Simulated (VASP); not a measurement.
Input of a VASP 6.6.1 run:

The input INCAR:

```
PREC = Accurate
ENCUT = 520
EDIFF = 1E-7
ISMEAR = -1
SIGMA = 0.06122561905347299
LREAL = F
LASPH = T
NELM = 80
ALGO = Normal
ISIF = 2
LWAVE = F
LCHARG = T
GGA = PE
LELF = T
LVHAR = T
NBANDS = 12
```

Contents of KPOINTS:

```
regular mesh
0
Gamma
  31 31 31
```

Contents of POSCAR:

```
As
1.0
    0.0000000000      3.0148497937      3.0148497937
    3.0148497937      0.0000000000      3.0148497937
    3.0148497937      3.0148497937      0.0000000000
As
2
Direct
    0.0000000000      0.0000000000      0.0000000000
    0.2500000000      0.2500000000      0.2500000000
```

Potentials or basis: VASP PAW PBE potentials, release 64 (As).

The run is started by

```sh
$ cat potpaw_PBE.64/As/POTCAR > POTCAR
$ mpirun -np 1 vasp_std > vasp.out
```

(1) What does it give for the pressure?

(2) What does it give for the band gap on the k mesh?

Results:

(1) 2.1 GPa.

(2) zero (bands 5 and 6 overlap by 1.60 eV).
